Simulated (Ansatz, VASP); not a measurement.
**One calculation of CuO, two programs**

```
CELL_PARAMETERS angstrom
2.34185 -1.71130 0.00000
2.34185 1.71130 0.00000
-0.85003 0.00000 5.05787
ATOMIC_POSITIONS crystal
Cu 0.50000 0.00000 0.50000
Cu 0.00000 0.50000 0.00000
O 0.41840 0.58160 0.75000
O 0.58160 0.41840 0.25000
```

Alike in both runs: functional b88 exchange, pbe correlation; k mesh 10 × 10 × 5; occupations fermi-dirac, width 0.05 eV; no spin polarisation.

```csv
,VASP,Ansatz
version,VASP 6.6.1,Ansatz 0.2.0
potentials or method,"VASP PAW PBE potentials, release 64 (Cu, O)",Ansatz PAW
plane-wave cutoff (eV),600,420
valence electrons in the cell,34,50
task,single point,band structure
```

VASP gave:

```
gap on the k mesh at the Fermi level (eV)                     : none
pressure (GPa)                                                : 5.8
traceless stress, the component that is largest in VASP (GPa) : -1.14
rms of the force components (eV/Å)                            : 0.092
```

What did Ansatz give for the same quantities?

gap on the k mesh at the Fermi level (eV): none; pressure (GPa): 5.2; traceless stress, the component that is largest in VASP (GPa): -1.09; rms of the force components (eV/Å): 0.109.

VASP's potentials were made for PBE, not for b88 exchange, pbe correlation. Atom by atom the forces differ by 0.018 eV/Å (rms over components). A gap of «none» marks a metal or a gap that the smearing closes. VASP's potentials hold 34 valence electrons a cell and Ansatz's 50, so a difference there can come from the potentials and not from the codes.
